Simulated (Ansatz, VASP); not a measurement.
**Pt: VASP beside Ansatz**

File POSCAR:

```
Pt
1.0
    2.7739638542      0.0000000000      0.0000000000
   -1.3869819271      2.4023231669      0.0000000000
    0.0000000000      0.0000000000      4.6223926652
Pt
2
Direct
    0.6666666667      0.3333333333      0.7500000000
    0.3333333333      0.6666666667      0.2500000000
```

File INCAR.step1:

```
SYSTEM = Pt
PREC = Accurate
ENCUT = 520
ISMEAR = 0
SIGMA = 0.15
LREAL = .False.
LASPH = .True.
NELM = 80
NBANDS = 17
GGA = PE
ALGO = Normal
EDIFF = 1E-4
LWAVE = .True.
LCHARG = .False.
```

The input INCAR.step2:

```
SYSTEM = Pt
PREC = Accurate
ENCUT = 520
EDIFF = 1E-7
ISMEAR = 0
SIGMA = 0.15
LREAL = .False.
LASPH = .True.
NELM = 80
ALGO = Normal
ISIF = 2
LWAVE = .False.
LCHARG = .True.
METAGGA = R2SCAN
LMIXTAU = .True.
LELF = .True.
LVHAR = .True.
NBANDS = 17
ISTART = 1
```

Contents of KPOINTS:

```
regular mesh
0
Gamma
  24 24 12
  0 0 0
```

Input for Ansatz:

```yaml
crystal:
  lattice:
    - [2.7739638542, 0.0, 0.0]
    - [-1.3869819271, 2.4023231669, 0.0]
    - [0.0, 0.0, 4.6223926652]
  atoms:
    - { symbol: Pt, position: [0.6666666667, 0.3333333333, 0.75] }
    - { symbol: Pt, position: [0.3333333333, 0.6666666667, 0.25] }
basis:
  ecutwfc: 500
kpoints:
  mp_grid: { grid: [24, 24, 12] }
hamiltonian:
  xc: r2scan
scf:
  occupations: { method: gaussian, width: 0.15 }
output:
  forces: true
  stress: true
  eigenvalues: true
```

Change from the starting cell: strain +0.015 along x and y, -0.030 along z, atoms carried along.

Alike in both runs: task single point; functional r2SCAN; k mesh 24 × 24 × 12; occupations gaussian, width 0.15 eV; no spin polarisation.

```csv
,VASP,Ansatz
version,VASP 6.6.1,Ansatz 0.2.0
potentials or method,"VASP PAW PBE potentials, release 64 (Pt), cutoff 520 eV","scalar-relativistic, plane waves, PAW"
valence electrons in the cell,20,36
```

VASP gave:

- gap on the k mesh at the Fermi level (eV): none
- pressure (GPa): 0.4
- traceless stress, the component that is largest in VASP (GPa): 4.93

Problem. What did Ansatz give for the same quantities?

Solution. gap on the k mesh at the Fermi level (eV): none; pressure (GPa): -0.3; traceless stress, the component that is largest in VASP (GPa): 5.05.

VASP's potentials were made for PBE, not for r2SCAN. A gap of «none» marks a metal or a gap that the smearing closes. With one functional, cell and mesh, what is left measures potentials, basis and numerics. VASP's potentials hold 20 valence electrons a cell and Ansatz's 36, so a difference there can come from the potentials and not from the codes.

Spin-orbit coupling is off throughout.
